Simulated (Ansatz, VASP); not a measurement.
## Two plane-wave programs on GaAs

```
CELL_PARAMETERS angstrom
0.00000 2.80169 2.80169
2.80169 0.00000 2.80169
2.80169 2.80169 0.00000
ATOMIC_POSITIONS crystal
Ga 0.00000 0.00000 0.00000
As 0.75000 0.75000 0.75000
```

Alike in both runs: task single point; functional LDA; k mesh 12 × 12 × 12; occupations tetrahedron; no spin polarisation.

```csv
,VASP,Ansatz
version,VASP 6.6.1,Ansatz 0.2.0
potentials or method,"VASP PAW LDA potentials, release 64 (Ga_d, As), cutoff 500 eV","scalar-relativistic, plane waves, PAW"
valence electrons in the cell,18,28
```

Ansatz gave:

| Item | Value |
| --- | --- |
| gap on the k mesh at the Fermi level (eV) | 0.49 |
| pressure (GPa) | 0.0 |

Estimate VASP's values.

gap on the k mesh at the Fermi level (eV): 0.54; pressure (GPa): 0.3.

LDA's correlation is that of Perdew and Zunger in VASP and of Perdew and Wang (1992) in Ansatz. VASP's potentials hold 18 valence electrons a cell and Ansatz's 28, so a difference there can come from the potentials and not from the codes. Ansatz's warnings: band table not solved further, force scf threshold loose, stress scf threshold loose, tetrahedron derivatives may miss energy slope.
